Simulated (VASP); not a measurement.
# Mg (P6/mmm) in VASP: a series of runs

Runs on Mg. Level: LDA. Tasks: relaxation of cell and atoms.

All numbers are computed with VASP 6.6.1; they aren't measurements. Logs are shortened: lines on timing, memory, paths and dates and some standing lists are left out, and cuts for length are marked.

## Step 1: The cell of the first run

The structure is hexagonal, space group P6/mmm (No. 191). The conventional cell has a = 2.811 Å, b = 2.811 Å, c = 2.642 Å, α = 90.00°, β = 90.00°, γ = 120.00°. Within 3.5 Å of Mg (site symmetry 6/mmm) lie 8 Mg at 2.64 to 2.81 Å.

This isn't the form of Mg at room conditions, which is hcp.

## Step 2: Relaxation of cell and atoms, LDA, target pressure 12 GPa, at which the enthalpy is minimised

Contents of INCAR:

```
SYSTEM = Mg
  ALGO = Normal
  EDIFF = 1E-6
  EDIFFG = -0.005
  ENCUT = 600
  IBRION = 2
  ISIF = 3
  ISMEAR = -1
  LASPH = .TRUE.
  LCHARG = .FALSE.
  LREAL = .FALSE.
  LWAVE = .FALSE.
  NELM = 100
  NSW = 60
  PREC = Accurate
  PSTRESS = 120.0
  SIGMA = 0.1
```

Contents of KPOINTS:

```
k-points
0
G
  16 16 14
  0 0 0
```

Contents of POSCAR:

```
Mg
1.0
    2.8109845989      0.0000000000      0.0000000000
   -1.4054922994      2.4343840723      0.0000000000
    0.0000000000      0.0000000000      2.6423255229
Mg
1
Direct
    0.0000000000      0.0000000000      0.0000000000
```

Potentials or basis: VASP PAW LDA potentials, release 64 (Mg).

Command:

```sh
cat potpaw_LDA.64/Mg/POTCAR > POTCAR
mpirun -np 1 vasp_std > vasp.out
```

OUTCAR:

```text
SYSTEM = Mg
   EDIFF = 1E-6
   EDIFFG = -0.005
   ENCUT = 600
   IBRION = 2
   ISIF = 3
   ISMEAR = -1
   LASPH = .TRUE.
   LREAL = .FALSE.
   NELM = 100
   NSW = 60
   PREC = Accurate
   PSTRESS = 120.0

 ion  position               nearest neighbor table
   1  0.000  0.000  0.000-

  LATTYP: Found a hexagonal cell.
 ALAT       =     2.8109845989
 C/A-ratio  =     0.9400000000

  Lattice vectors:

 A1 = (   2.8109845989,   0.0000000000,   0.0000000000)
 A2 = (  -1.4054922994,   2.4343840723,   0.0000000000)
 A3 = (   0.0000000000,   0.0000000000,   2.6423255229)

Analysis of symmetry for initial positions (statically):
=====================================================================
 Subroutine PRICEL returns:
 Original cell was already a primitive cell.

 Routine SETGRP: Setting up the symmetry group for a
 hexagonal supercell.

 Subroutine GETGRP returns: Found 24 space group operations
 (whereof 24 operations were pure point group operations)
 out of a pool of 24 trial point group operations.

The static configuration has the point symmetry D_6h.

Analysis of symmetry for dynamics (positions and initial velocities):
=====================================================================
 Subroutine PRICEL returns:
 Original cell was already a primitive cell.

 Routine SETGRP: Setting up the symmetry group for a
 hexagonal supercell.

 Subroutine GETGRP returns: Found 24 space group operations
 (whereof 24 operations were pure point group operations)
 out of a pool of 24 trial point group operations.

The dynamic configuration has the point symmetry D_6h.

 Subroutine INISYM returns: Found 24 space group operations
 (whereof 24 operations are pure point group operations),
 and found     1 'primitive' translations

----------------------------------------------------------------------------------------

                                     Primitive cell

  volume of cell :      18.0815

  direct lattice vectors                    reciprocal lattice vectors
     2.810984599  0.000000000  0.000000000     0.355747235  0.205390762  0.000000000
    -1.405492299  2.434384072  0.000000000     0.000000000  0.410781524  0.000000000
     0.000000000  0.000000000  2.642325523     0.000000000  0.000000000  0.378454506

  length of vectors
     2.810984599  2.810984599  2.642325523     0.410781524  0.410781524  0.378454506

[... 85 lines left out ...]
   ISYM   =      2    0-nonsym 1-usesym 2-fastsym
   POTIM  = 0.5000    time-step for ionic-motion
   TEBEG  =    0.0;   TEEND  =   0.0 temperature during run
   PSTRESS=  120.0 pullay stress
   NELECT =       2.0000    total number of electrons
   NUPDOWN=      -1.0000    fix difference up-down
   EMIN   =  10.00;   EMAX   =-10.00  energy-range for DOS
   EFERMI =   0.00;   METHOD = LEGACY
   ISMEAR =    -1;   SIGMA  =   0.10  broadening in eV -4-tet -1-fermi 0-gaus
   EFERMI_NEDOS =   21; number of points for ismear=-14 and -15
   IALGO  =     38    algorithm
   IMIX   =      4    mixing-type and parameters
     AMIX     =   0.40;   BMIX     =  1.00
     AMIX_MAG =   1.60;   BMIX_MAG =  1.00
  volume/ion in A,a.u.               =      18.08       122.02
  Fermi-wavevector in a.u.,A,eV,Ry     =   0.785851  1.485043  8.402438  0.617562
  Thomas-Fermi vector in A             =   1.890271
   LORBIT       =      0    0 simple, 1 ext, 2 COOP (PROOUT), +10 PAW based schemes
   GGA     = CA    functional components
   LHFCALC =     F    Hartree Fock is set to
   AEXX    =    0.0000 exact exchange contribution
   IVDW    =     0    specifies the selected vdW correction
   LEPSILON=     F    determine dielectric tensor
   LRPA    =     F    only Hartree local field effects (RPA)
 conjugate gradient relaxation of ions
 non-spin polarized calculation
  energy-cutoff  :      600.00
  volume of cell :       18.08
 maximum number of plane-waves:       620
 NGX is ok and might be reduce to    24
   NGX = 11   NGY = 11   NGZ = 11

--------------------------------------- Ionic step        1  -------------------------------------------

 number of electron       2.0000000 magnetization

 Free energy of the ion-electron system (eV)
  ---------------------------------------------------
  ext. energy  EPLUGINS =         0.00000000
  ---------------------------------------------------
  free energy    TOTEN  =        -1.36750251 eV

  energy without entropy =       -1.35562265  energy(sigma->0) =       -1.36156258

------------------------ aborting loop because EDIFF is reached ----------------------------------------

  FORCE on cell =-STRESS in cart. coord.  units (eV):
  Direction    XX          YY          ZZ          XY          YZ          ZX
  --------------------------------------------------------------------------------------
  -------------------------------------------------------------------------------------
  Total        1.4511463      1.4511463      1.9213003      0.0000000     -0.0000000      0.0000000
  in kB      128.5842865    128.5842865    170.2440493      0.0000000     -0.0000000      0.0000000
  external PRESSURE =      22.4708741 kB  Pullay stress =     120.0000000 kB
[... 135 lines left out ...]
--------------------------------------- Ionic step        5  -------------------------------------------

 number of electron       2.0000000 magnetization

 Free energy of the ion-electron system (eV)
  ---------------------------------------------------
  ext. energy  EPLUGINS =         0.00000000
  ---------------------------------------------------
  free energy    TOTEN  =        -1.41902881 eV

  energy without entropy =       -1.40737051  energy(sigma->0) =       -1.41319966

 E-fermi :   3.6679     XC(G=0):  -9.3577

 val. band max:        3.6151304935   @ k =   0.4375   0.0000   0.0714
 cond. band min:       3.6735160581   @ k =   0.3125   0.0625   0.5000
 fundamental gap:      0.0583855646
 Fermi energy:         3.6678711986

 k-point     1 :       0.0000    0.0000    0.0000
  band No.  band energies     occupation
      1      -4.2125      2.00000
      2      13.0525      0.00000
      3      15.1973      0.00000
      4      17.5139      0.00000
      5      17.5139      0.00000
[... 177 lines left out ...]
 k-point    24 :       0.2500    0.1875    0.0000
  band No.  band energies     occupation
      1      -0.6410      2.00000
      2       6.5592      0.00000
      3       8.3759      0.00000
      4      17.7868      0.00000
      5      17.9320      0.00000

 [... further k-points ...]

------------------------ aborting loop because EDIFF is reached ----------------------------------------

  FORCE on cell =-STRESS in cart. coord.  units (eV):
  Direction    XX          YY          ZZ          XY          YZ          ZX
  --------------------------------------------------------------------------------------
  -------------------------------------------------------------------------------------
  Total        1.3984216      1.3984216      1.3979415      0.0000000      0.0000000      0.0000000
  in kB      120.0192477    120.0192477    119.9780424      0.0000000      0.0000000      0.0000000
  external PRESSURE =       0.0055126 kB  Pullay stress =     120.0000000 kB
[... 20 lines left out ...]
  energy  without entropy=       -1.4073705059  energy(sigma->0) =       -1.41319966

  enthalpy is  TOTEN    =        -0.0208314254 eV   P V=        1.3981973820

 reached required accuracy - stopping structural energy minimisation
```

OSZICAR:

```text
N       E                     dE             d eps       ncg     rms          rms(c)
DAV:   1    -0.150514938683E+00   -0.15051E+00   -0.93707E+02  2605   0.321E+02
DAV:   2    -0.138244367167E+01   -0.12319E+01   -0.11405E+01  3210   0.195E+01
DAV:   3    -0.138830788702E+01   -0.58642E-02   -0.58447E-02  3155   0.157E+00
[... 23 lines left out ...]
DAV:   4    -0.141832034887E+01   -0.44165E-09   -0.54860E-08  1225   0.173E-03
   4 F= -.20828183E-01 E0= -.15001164E-01  d E =-.562947E-04
       N       E                     dE             d eps       ncg     rms          rms(c)
DAV:   1    -0.141902892031E+01   -0.70857E-03   -0.15725E-05  2915   0.206E-02    0.213E-03
DAV:   2    -0.141902880748E+01    0.11283E-06   -0.13188E-07  1775   0.238E-03
   5 F= -.20831425E-01 E0= -.15002275E-01  d E =-.595375E-04
```

CONTCAR:

```text
Mg
   1.00000000000000
     2.8192476613504711    0.0000000000072779    0.0000000000000000
    -1.4096238306187858    2.4415400942930026   -0.0000000000000000
    -0.0000000000000000   -0.0000000000000000    2.7120689812939869
  Mg
     1
Direct
     0.0000000000000000    0.0000000000000000    0.0000000000000000

  0.00000000E+00  0.00000000E+00  0.00000000E+00
```

Wall time 22 s (1 thread of AMD EPYC 9R45 (Zen 5), shared host); peak memory 0.13 GiB.

Results:

| Quantity | Value |
| --- | --- |
| Free energy | -1.4190 eV |
| Relaxed volume | 18.67 Å³/atom |
| Relaxed cell | a = 2.819 Å, b = 2.819 Å, c = 2.712 Å, α = 90.00°, β = 90.00°, γ = 120.00° |
| Space group after relaxing (to 0.1 Å) | P6/mmm (No. 191) |
| Energy change on relaxing (the run minimises the enthalpy) | -51.5 meV/atom |
| Ionic steps | 5 |
| Pressure after relaxing | 12.0 GPa |
| Band gap on the k mesh | zero (bands 1 and 2 overlap by 6.18 eV) |

The path:
```tsv
step	energy change (eV)	largest force (eV/Å)	pressure (GPa)	volume (Å³)
1	0.0000	0.0000	14.25	18.08
2	-0.0576	0.0000	11.68	18.75
3	-0.0545	0.0000	11.82	18.71
4	-0.0508	0.0000	12.04	18.66
5	-0.0515	0.0000	12.00	18.67
```

Final structure:
```xyz
1
Lattice="2.8192 0.0000 0.0000 -1.4096 2.4415 0.0000 0.0000 0.0000 2.7121" Properties=species:S:1:pos:R:3 pbc="T T T"
Mg    0.0000    0.0000    0.0000
```

Caveat: the cell is relaxed towards a set pressure, so the run minimises the enthalpy, not the energy.

## Step 3: Relaxation of cell and atoms, LDA, target pressure 12 GPa, at which the enthalpy is minimised

This run uses another cell than the first one, of 18.73 Å³/atom.

Contents of INCAR:

```
SYSTEM = Mg
PREC     = Accurate       ! precision mode
ENCUT    = 600            ! plane-wave cutoff, eV
EDIFF    = 1E-6           ! SCF threshold, eV
ISMEAR   = -1             ! smearing method
SIGMA    = 0.1            ! smearing width, eV
LREAL    = .False.        ! projectors in reciprocal space
LASPH    = .True.         ! aspherical terms in the spheres
NELM     = 60             ! most SCF steps
ALGO     = Normal         ! electronic algorithm
ISIF     = 3              ! what is computed and relaxed
LWAVE    = .False.        ! write WAVECAR
LCHARG   = .False.        ! write CHGCAR
IBRION   = 2              ! ionic algorithm
NSW      = 32             ! ionic steps
EDIFFG   = -0.005         ! ionic threshold
PSTRESS  = 120.0
```

Contents of KPOINTS:

```
regular mesh
0
Gamma
  16 16 14
  0 0 0
```

Contents of POSCAR:

```
Mg
1.0
    2.8219120844      0.0000000000      0.0000000000
   -1.4109560422      2.4438475524      0.0000000000
    0.0000000000      0.0000000000      2.7154153941
Mg
1
Direct
    0.0000000000      0.0000000000      0.0000000000
```

Potentials or basis: VASP PAW LDA potentials, release 64 (Mg).

Command:

```sh
cat potpaw_LDA.64/Mg/POTCAR > POTCAR
mpirun -np 1 vasp_std > vasp.out
```

OUTCAR:

```text
SYSTEM = Mg
   PREC = Accurate
   ENCUT = 600
   EDIFF = 1E-6
   ISMEAR = -1
   LREAL = .False.
   LASPH = .True.
   NELM = 60
   ISIF = 3
   IBRION = 2
   NSW = 32
   EDIFFG = -0.005
   PSTRESS = 120.0

 ion  position               nearest neighbor table
   1  0.000  0.000  0.000-

  LATTYP: Found a hexagonal cell.
 ALAT       =     2.8219120844
 C/A-ratio  =     0.9622608050

  Lattice vectors:

 A1 = (   2.8219120844,   0.0000000000,   0.0000000000)
 A2 = (  -1.4109560422,   2.4438475524,   0.0000000000)
 A3 = (   0.0000000000,   0.0000000000,   2.7154153941)

Analysis of symmetry for initial positions (statically):
[... 251 lines left out ...]
  ---------------------------------------------------
  free energy    TOTEN  =        -1.41910467 eV

  energy without entropy =       -1.40744634  energy(sigma->0) =       -1.41327551

 E-fermi :   3.6677     XC(G=0):  -9.3575

 val. band max:        3.6161470890   @ k =   0.4375   0.0000   0.0714
 cond. band min:       3.6707637971   @ k =   0.3125   0.0625   0.5000
 fundamental gap:      0.0546167081
 Fermi energy:         3.6676647389

 k-point     1 :       0.0000    0.0000    0.0000
  band No.  band energies     occupation
      1      -4.2127      2.00000
      2      13.0484      0.00000
      3      15.1888      0.00000
      4      17.5164      0.00000
      5      17.5164      0.00000
[... 177 lines left out ...]
 k-point    24 :       0.2500    0.1875    0.0000
  band No.  band energies     occupation
      1      -0.6406      2.00000
      2       6.5605      0.00000
      3       8.3777      0.00000
      4      17.7844      0.00000
      5      17.9243      0.00000

 [... further k-points ...]

------------------------ aborting loop because EDIFF is reached ----------------------------------------

  FORCE on cell =-STRESS in cart. coord.  units (eV):
  Direction    XX          YY          ZZ          XY          YZ          ZX
  --------------------------------------------------------------------------------------
  -------------------------------------------------------------------------------------
  Total        1.4003737      1.4003737      1.3947039      0.0000000      0.0000000     -0.0000000
  in kB      120.1810186    120.1810186    119.6944364      0.0000000      0.0000000     -0.0000000
  external PRESSURE =       0.0188245 kB  Pullay stress =     120.0000000 kB
[... 20 lines left out ...]
  energy  without entropy=       -1.4074463383  energy(sigma->0) =       -1.41327551

  enthalpy is  TOTEN    =        -0.0208402446 eV   P V=        1.3982644296

 reached required accuracy - stopping structural energy minimisation
```

OSZICAR:

```text
N       E                     dE             d eps       ncg     rms          rms(c)
DAV:   1    -0.311221819881E+00   -0.31122E+00   -0.90008E+02  2600   0.315E+02
DAV:   2    -0.143717964137E+01   -0.11260E+01   -0.10275E+01  3220   0.190E+01
DAV:   3    -0.144214536620E+01   -0.49657E-02   -0.49552E-02  3210   0.144E+00
DAV:   4    -0.144215386178E+01   -0.84956E-05   -0.84951E-05  3125   0.468E-02
DAV:   5    -0.144215389858E+01   -0.36797E-07   -0.37113E-07  3145   0.219E-03    0.618E-01
DAV:   6    -0.143104751848E+01    0.11106E-01   -0.52114E-04  2635   0.107E-01    0.390E-01
DAV:   7    -0.142338235688E+01    0.76652E-02   -0.18175E-03  2610   0.200E-01    0.175E-02
DAV:   8    -0.142337072222E+01    0.11635E-04   -0.21641E-05  3340   0.326E-02    0.462E-03
DAV:   9    -0.142337015082E+01    0.57140E-06   -0.58749E-07  2370   0.463E-03
   1 F= -.20800201E-01 E0= -.14959350E-01  d E =-.208002E-01
       N       E                     dE             d eps       ncg     rms          rms(c)
DAV:   1    -0.141811423557E+01    0.52565E-02   -0.29855E-04  2915   0.961E-02    0.622E-03
DAV:   2    -0.141811305986E+01    0.11757E-05   -0.19493E-06  2685   0.115E-02    0.391E-03
DAV:   3    -0.141811217280E+01    0.88706E-06   -0.34663E-07  1350   0.234E-03
   2 F= -.20838038E-01 E0= -.15011542E-01  d E =-.378366E-04
       N       E                     dE             d eps       ncg     rms          rms(c)
DAV:   1    -0.141910471659E+01   -0.99166E-03   -0.10465E-05  2910   0.180E-02    0.120E-03
DAV:   2    -0.141910467419E+01    0.42403E-07   -0.68434E-08  1220   0.218E-03
   3 F= -.20840245E-01 E0= -.15011077E-01  d E =-.400434E-04
```

CONTCAR:

```text
Mg
   1.00000000000000
     2.8190291485707335    0.0000000000000000    0.0000000000000000
    -1.4095145742853668    2.4413508567411437   -0.0000000000000000
     0.0000000000000000   -0.0000000000000000    2.7126195130524837
  Mg
     1
Direct
     0.0000000000000000    0.0000000000000000    0.0000000000000000

  0.00000000E+00  0.00000000E+00  0.00000000E+00
```

It took 14 s on 1 thread of AMD EPYC 9R45 (Zen 5), shared host; peak memory 0.13 GiB.

What came out:

| Property | Result |
| --- | --- |
| Free energy | -1.4191 eV |
| Relaxed volume | 18.67 Å³/atom |
| Relaxed cell | a = 2.819 Å, b = 2.819 Å, c = 2.713 Å, α = 90.00°, β = 90.00°, γ = 120.00° |
| Space group after relaxing (to 0.1 Å) | P6/mmm (No. 191) |
| Energy change on relaxing (the run minimises the enthalpy) | +4.3 meV/atom |
| Ionic steps | 3 |
| Pressure after relaxing | 12.0 GPa |
| Band gap on the k mesh | zero (bands 1 and 2 overlap by 6.18 eV) |

Step by step:
| step | energy change (eV) | largest force (eV/Å) | pressure (GPa) | volume (Å³) |
| --- | --- | --- | --- | --- |
| 1 | 0.0000 | 0.0000 | 11.78 | 18.73 |
| 2 | 0.0053 | 0.0000 | 12.05 | 18.66 |
| 3 | 0.0043 | 0.0000 | 12.00 | 18.67 |

Final structure:
```
Mg
1.0
     2.81903    0.00000    0.00000
    -1.40951    2.44135    0.00000
     0.00000    0.00000    2.71262
Mg
1
Direct
  0.00000 0.00000 0.00000
```

Caveat: the cell is relaxed towards a set pressure, so the run minimises the enthalpy, not the energy.

The gap in the log of VASP goes by the Fermi energy; the results here count the filled bands.